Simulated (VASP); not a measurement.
# SiO2 (Cmcm) in VASP: further runs

SiO2 is run at these levels: PBEsol; tasks: single point.

Everything below comes from runs of VASP 6.6.1. Logs are shortened: lines on timing, memory, paths and dates and some standing lists are left out, and cuts for length are marked.

## Step 1: The cell of the first run

It takes space group Cmcm (No. 63, orthorhombic). Conventional cell: a = 6.684 Å, b = 16.257 Å, c = 5.251 Å, α = 90.00°, β = 90.00°, γ = 90.00°. Within 1.9 Å of Si (site symmetry m) lie 4 O at 1.45 to 1.60 Å. Within 2.0 Å of Si (site symmetry m2m) lie 4 O at 1.49 to 1.61 Å. Within 2.1 Å of O (site symmetry -1) lie 2 Si at 1.60 Å. O (site symmetry m) has 2 Si at 1.49 to 1.56 Å within 2.0 Å. Within 1.9 Å of O (site symmetry m2m) lie 2 Si at 1.45 Å. Within 2.1 Å of O (site symmetry 2/m) lie 2 Si at 1.61 Å.

## Step 2: Single point, PBEsol (strain -0.1125 x Voigt [1, 0, 0, 0, 0, 0])

Input file INCAR:

```
ALGO     = Normal         # electronic algorithm
EDIFF    = 1E-7           # SCF threshold, eV
ENCUT    = 520            # plane-wave cutoff, eV
GGA      = PS             # functional
ISIF     = 2              # what is computed and relaxed
ISMEAR   = 0              # smearing method
LASPH    = True           # aspherical terms in the spheres
LCHARG   = True           # write CHGCAR
LELF     = True           # ELF
LREAL    = Auto         
LVHAR    = True         
LWAVE    = False          # write WAVECAR
NBANDS   = 63             # bands
NELM     = 100            # most SCF steps
PREC     = Accurate       # precision mode
SIGMA    = 0.05           # smearing width, eV
```

Input file KPOINTS:

```
k-points
0
Gamma
  4 4 4
```

Input file POSCAR:

```
SiO2
1.0
    3.3417903234     -8.1284566593      0.0000000000
    3.3417903234      8.1284566593      0.0000000000
    0.0000000000      0.0000000000      5.2514179063
Si O
6 12
Direct
    0.0102808395      0.4026121463      0.2500000000
    0.4026121463      0.0102808395      0.7500000000
    0.5973878537      0.9897191605      0.2500000000
    0.9897191605      0.5973878537      0.7500000000
    0.4430221731      0.5569778269      0.2500000000
    0.5569778269      0.4430221731      0.7500000000
    0.0000000000      0.5000000000      0.5000000000
    0.5000000000      0.0000000000      0.5000000000
    0.5000000000      0.0000000000      0.0000000000
    0.0000000000      0.5000000000      0.0000000000
    0.2099831976      0.4362740928      0.2500000000
    0.4362740928      0.2099831976      0.7500000000
    0.5637259072      0.7900168024      0.2500000000
    0.7900168024      0.5637259072      0.7500000000
    0.8307346196      0.1692653804      0.2500000000
    0.1692653804      0.8307346196      0.7500000000
    0.5000000000      0.5000000000      0.0000000000
    0.5000000000      0.5000000000      0.5000000000
```

Potentials or basis: VASP PAW PBE potentials, release 64 (Si, O).

Launch:

```console
$ cat potpaw_PBE.64/Si/POTCAR potpaw_PBE.64/O/POTCAR > POTCAR
$ mpirun -np 1 vasp_std > vasp.out
```

OUTCAR:

```text
EDIFF = 1E-7
   ENCUT = 520
   GGA = PS
   ISIF = 2
   ISMEAR = 0
   LASPH = True
   LREAL = Auto
   NELM = 100
   PREC = Accurate

 ion  position               nearest neighbor table
   1  0.010  0.403  0.250-  15 1.45  11 1.56   7 1.60  10 1.60   3 2.76   5 2.99
   2  0.403  0.010  0.750-  16 1.45  12 1.56   8 1.60   9 1.60   4 2.76   6 2.99
   3  0.597  0.990  0.250-  15 1.45  13 1.56   8 1.60   9 1.60   1 2.76   5 2.99
   4  0.990  0.597  0.750-  16 1.45  14 1.56   7 1.60  10 1.60   2 2.76   6 2.99
   5  0.443  0.557  0.250-  11 1.49  13 1.49  17 1.61  18 1.61   1 2.99   3 2.99
   6  0.557  0.443  0.750-  12 1.49  14 1.49  17 1.61  18 1.61   2 2.99   4 2.99
   7  0.000  0.500  0.500-   1 1.60   4 1.60
   8  0.500  0.000  0.500-   2 1.60   3 1.60
   9  0.500  0.000  0.000-   2 1.60   3 1.60
  10  0.000  0.500  0.000-   1 1.60   4 1.60
  11  0.210  0.436  0.250-   5 1.49   1 1.56
  12  0.436  0.210  0.750-   6 1.49   2 1.56
  13  0.564  0.790  0.250-   5 1.49   3 1.56
  14  0.790  0.564  0.750-   6 1.49   4 1.56
  15  0.831  0.169  0.250-   1 1.45   3 1.45
  16  0.169  0.831  0.750-   2 1.45   4 1.45
  17  0.500  0.500  0.000-   5 1.61   6 1.61
  18  0.500  0.500  0.500-   5 1.61   6 1.61

  LATTYP: Found a base centered orthorhombic cell.
 ALAT       =     6.6835806468
 B/A-ratio  =     2.4323658496
 C/A-ratio  =     0.7857192400

  Lattice vectors:

 A1 = (   3.3417903234,  -8.1284566593,   0.0000000000)
 A2 = (   3.3417903234,   8.1284566593,   0.0000000000)
 A3 = (   0.0000000000,   0.0000000000,   5.2514179063)

Analysis of symmetry for initial positions (statically):
=====================================================================
 Subroutine PRICEL returns:
 Original cell was already a primitive cell.

 Routine SETGRP: Setting up the symmetry group for a
 base centered orthorhombic supercell.

 Subroutine GETGRP returns: Found  8 space group operations
 (whereof  4 operations were pure point group operations)
 out of a pool of  8 trial point group operations.

The static configuration has the point symmetry C_2h.
 The point group associated with its full space group is D_2h.

Analysis of symmetry for dynamics (positions and initial velocities):
=====================================================================
 Subroutine PRICEL returns:
 Original cell was already a primitive cell.

 Routine SETGRP: Setting up the symmetry group for a
 base centered orthorhombic supercell.

 Subroutine GETGRP returns: Found  8 space group operations
 (whereof  4 operations were pure point group operations)
 out of a pool of  8 trial point group operations.

The dynamic configuration has the point symmetry C_2h.
 The point group associated with its full space group is D_2h.

 Subroutine INISYM returns: Found  8 space group operations
 (whereof  4 operations are pure point group operations),
 and found     1 'primitive' translations

----------------------------------------------------------------------------------------

                                     Primitive cell

  volume of cell :     285.2948

  direct lattice vectors                    reciprocal lattice vectors
     3.341790323 -8.128456659  0.000000000     0.149620399 -0.061512292  0.000000000
     3.341790323  8.128456659  0.000000000     0.149620399  0.061512292  0.000000000
     0.000000000  0.000000000  5.251417906     0.000000000  0.000000000  0.190424761

  length of vectors
     8.788593188  8.788593188  5.251417906     0.161771523  0.161771523  0.190424761

  position of ions in fractional coordinates (direct lattice)
     0.010280839  0.402612146  0.250000000
     0.402612146  0.010280839  0.750000000
     0.597387854  0.989719161  0.250000000
     0.989719161  0.597387854  0.750000000
     0.443022173  0.556977827  0.250000000
     0.556977827  0.443022173  0.750000000
[... 10 lines left out ...]
     0.500000000  0.500000000  0.000000000
     0.500000000  0.500000000  0.500000000

  ion indices of the primitive-cell ions
   primitive index   ion index
                 1           1
                 2           2
                 3           3
                 4           4
                 5           5
                 6           6
[... 10 lines left out ...]
                17          17
                18          18

----------------------------------------------------------------------------------------

 KPOINTS: k-points

Automatic generation of k-mesh.
 Grid dimensions read from file:
 generate k-points for:    4    4    4

 Generating k-lattice:

  Cartesian coordinates                     Fractional coordinates (reciprocal lattice)
     0.037405100 -0.015378073  0.000000000     0.250000000  0.000000000  0.000000000
     0.037405100  0.015378073  0.000000000     0.000000000  0.250000000  0.000000000
     0.000000000  0.000000000  0.047606190     0.000000000  0.000000000  0.250000000

  Length of vectors
     0.040442881  0.040442881  0.047606190

  Shift w.r.t. Gamma in fractional coordinates (k-lattice)
     0.000000000  0.000000000  0.000000000

 Subroutine IBZKPT returns following result:
 ===========================================

 Found     21 irreducible k-points:

 Following reciprocal coordinates:
            Coordinates               Weight
  0.000000  0.000000  0.000000      1.000000
  0.250000 -0.000000  0.000000      4.000000
  0.500000 -0.000000  0.000000      2.000000
  0.250000  0.250000  0.000000      2.000000
  0.500000  0.250000  0.000000      4.000000
 -0.250000  0.250000  0.000000      2.000000
[... 13 lines left out ...]
 -0.250000  0.250000  0.500000      2.000000
  0.500000  0.500000  0.500000      1.000000
   k-points           NKPTS =     21   k-points in BZ     NKDIM =     21   number of bands    NBANDS=     63
   number of dos      NEDOS =    301   number of ions     NIONS =     18
   total plane-waves  NPLWV = 196000
   dimension x,y,z NGX =    70 NGY =   70 NGZ =   40
   dimension x,y,z NGXF=   140 NGYF=  140 NGZF=   80
   ions per type =               6  12
   NGX,Y,Z   is equivalent  to a cutoff of  13.24, 13.24, 12.66 a.u.
   NGXF,Y,Z  is equivalent  to a cutoff of  26.48, 26.48, 25.33 a.u.
 SYSTEM =  unknown system
   PREC   = accura    normal or accurate (medium, high low for compatibility)
   ISTART =      0    job   : 0-new  1-cont  2-samecut
   ICHARG =      2    charge: 1-file 2-atom 10-const
   ISPIN  =      1    spin polarized calculation?
   LNONCOLLINEAR =      F non collinear calculations
   LSORBIT =      F    spin-orbit coupling
   LASPH  =      T    aspherical Exc in radial PAW
   ENCUT  =  520.0 eV  38.22 Ry    6.18 a.u.  16.34 16.34  9.76*2*pi/ulx,y,z
   NELM   =    100;   NELMIN=  2; NELMDL= -5     # of ELM steps
   EDIFF  = 0.1E-06   stopping-criterion for ELM
   LREAL  =      T    real-space projection
   EDIFFG = 0.1E-05   stopping-criterion for IOM
   NSW    =      0    number of steps for IOM
   IBRION =     -1    ionic relax: 0-MD 1-quasi-New 2-CG
   NFREE  =      0    steps in history (QN), initial steepest desc. (CG)
   ISIF   =      2    stress and relaxation
   ISYM   =      2    0-nonsym 1-usesym 2-fastsym
   POTIM  = 0.5000    time-step for ionic-motion
   TEBEG  =    0.0;   TEEND  =   0.0 temperature during run
   PSTRESS=    0.0 pullay stress
   NELECT =      96.0000    total number of electrons
   NUPDOWN=      -1.0000    fix difference up-down
   EMIN   =  10.00;   EMAX   =-10.00  energy-range for DOS
   EFERMI =   0.00;   METHOD = LEGACY
   ISMEAR =     0;   SIGMA  =   0.05  broadening in eV -4-tet -1-fermi 0-gaus
   EFERMI_NEDOS =   21; number of points for ismear=-14 and -15
   IALGO  =     38    algorithm
   IMIX   =      4    mixing-type and parameters
     AMIX     =   0.40;   BMIX     =  1.00
     AMIX_MAG =   1.60;   BMIX_MAG =  1.00
  volume/ion in A,a.u.               =      15.85       106.96
  Fermi-wavevector in a.u.,A,eV,Ry     =   1.138677  2.151788 17.641120  1.296586
  Thomas-Fermi vector in A             =   2.275381
   LORBIT       =      0    0 simple, 1 ext, 2 COOP (PROOUT), +10 PAW based schemes
   GGA     = PS    functional components
   LHFCALC =     F    Hartree Fock is set to
   AEXX    =    0.0000 exact exchange contribution
   IVDW    =     0    specifies the selected vdW correction
   LEPSILON=     F    determine dielectric tensor
   LRPA    =     F    only Hartree local field effects (RPA)
 non-spin polarized calculation
 Gauss-broadening in eV      SIGMA  =   0.05
  energy-cutoff  :      520.00
  volume of cell :      285.29
 maximum number of plane-waves:      7710
 NGX is ok and might be reduce to    70
   NGX = 33   NGY = 33   NGZ = 19

 number of electron      96.0000001 magnetization

 Free energy of the ion-electron system (eV)
  ---------------------------------------------------
  ext. energy  EPLUGINS =         0.00000000
  ---------------------------------------------------
  free energy    TOTEN  =      -142.63214080 eV

  energy without entropy =     -142.63214080  energy(sigma->0) =     -142.63214080

 E-fermi :  -0.0832     XC(G=0):  -7.6778

 val. band max:       -0.3686461566   @ k =   0.0000   0.0000   0.0000
 cond. band min:       5.0445502764   @ k =   0.0000   0.0000   0.0000
 fundamental gap:      5.4131964330
 Fermi energy:        -0.0832302466

 k-point     1 :       0.0000    0.0000    0.0000
  band No.  band energies     occupation
      1     -21.0353      2.00000
      2     -20.5851      2.00000
      3     -19.7180      2.00000
      4     -19.4299      2.00000
      5     -19.3340      2.00000
      6     -18.6702      2.00000
[... 52 lines left out ...]
     59       9.6669      0.00000
     60       9.7190      0.00000

 k-point     2 :       0.2500   -0.0000    0.0000
  band No.  band energies     occupation
      1     -20.9508      2.00000
      2     -20.6068      2.00000
      3     -19.8890      2.00000
      4     -19.6854      2.00000
      5     -18.9733      2.00000
      6     -18.6279      2.00000
[... 52 lines left out ...]
     59       9.6739      0.00000
     60       9.7424      0.00000

 k-point     3 :       0.5000   -0.0000    0.0000
  band No.  band energies     occupation
      1     -20.7490      2.00000
      2     -20.7468      2.00000
      3     -20.0552      2.00000
      4     -19.7558      2.00000
      5     -18.7643      2.00000
      6     -18.6506      2.00000
[... 1070 lines left out ...]
      6     -19.0208      2.00000
[... 52 lines left out ...]
     59      10.2092      0.00000
     60      10.2092      0.00000

 k-point    21 :       0.5000    0.5000    0.5000
  band No.  band energies     occupation
      1     -20.8016      2.00000
      2     -20.8016      2.00000
      3     -19.5012      2.00000
      4     -19.5012      2.00000
      5     -19.0208      2.00000
      6     -19.0208      2.00000
[... 52 lines left out ...]
     59      10.5890      0.00000
     60      10.5890      0.00000
 [bands above 60 left out]

------------------------ aborting loop because EDIFF is reached ----------------------------------------

  FORCE on cell =-STRESS in cart. coord.  units (eV):
  Direction    XX          YY          ZZ          XY          YZ          ZX
  --------------------------------------------------------------------------------------
  -------------------------------------------------------------------------------------
  Total       92.5627682     30.1214322      4.7231139      0.0000000      0.0000000      0.0000000
  in kB      519.8200763    169.1579181     26.5243733      0.0000000      0.0000000      0.0000000
  external PRESSURE =     238.5007892 kB  Pullay stress =       0.0000000 kB

 VOLUME and BASIS-vectors are now :
 -----------------------------------------------------------------------------
  energy-cutoff  :      520.00
  volume of cell :      285.29
      direct lattice vectors                 reciprocal lattice vectors
     3.341790323 -8.128456659  0.000000000     0.149620399 -0.061512292  0.000000000
     3.341790323  8.128456659  0.000000000     0.149620399  0.061512292  0.000000000
     0.000000000  0.000000000  5.251417906     0.000000000  0.000000000  0.190424761

 POSITION                                       TOTAL-FORCE (eV/Angst)
 -----------------------------------------------------------------------------------
      1.37980      3.18905      1.31285         7.034707      3.314867      0.000000
      1.37980     -3.18905      3.93856         7.034707     -3.314867      0.000000
      5.30378      3.18905      1.31285        -7.034707      3.314867      0.000000
      5.30378     -3.18905      3.93856        -7.034707     -3.314867      0.000000
      3.34179      0.92628      1.31285         0.000000     -6.343109      0.000000
      3.34179     -0.92628      3.93856         0.000000      6.343109      0.000000
[... 10 lines left out ...]
      3.34179      0.00000      0.00000         0.000000      0.000000      0.000000
      3.34179      0.00000      2.62571         0.000000      0.000000      0.000000
 -----------------------------------------------------------------------------------
    total drift:                               -0.000000     -0.000000      0.000000

  FREE ENERGIE OF THE ION-ELECTRON SYSTEM (eV)
  ---------------------------------------------------
  free  energy   TOTEN  =      -142.6321408000 eV

  energy  without entropy=     -142.6321408000  energy(sigma->0) =     -142.63214080
```

Wall time 9.1 min (1 thread of Intel Xeon 6975P-C (Granite Rapids), shared host); peak memory 0.55 GiB.

Results:

- Free energy: -142.6321 eV
- Pressure: 23.9 GPa
- Largest force: 7.777 eV/Å
- Band gap on the k mesh: 5.41 eV

Forces on the atoms (eV/Å):
```
Si   7.035  3.315  0.000
Si   7.035 -3.315  0.000
Si  -7.035  3.315  0.000
Si  -7.035 -3.315  0.000
Si   0.000 -6.343  0.000
Si   0.000  6.343  0.000
O    0.000  0.000  0.000
O    0.000  0.000  0.000
O    0.000  0.000  0.000
O    0.000  0.000  0.000
O   -3.505  1.656  0.000
O   -3.505 -1.656  0.000
O    3.505  1.656  0.000
O    3.505 -1.656  0.000
O    0.000 -4.336  0.000
O    0.000  4.336  0.000
O    0.000  0.000  0.000
O    0.000  0.000  0.000
```

Stress tensor (GPa, compression positive):
```
51.98  0.00  0.00
 0.00 16.92  0.00
 0.00  0.00  2.65
```

Caveat: the cell differs from its parent crystal (strain -0.1125 x Voigt [1, 0, 0, 0, 0, 0]); the cell stands under pressure; the PAW data sets were made with another functional, which shifts forces and pressure a little. A k mesh can miss the band edges.

[end of part 1 of 2]
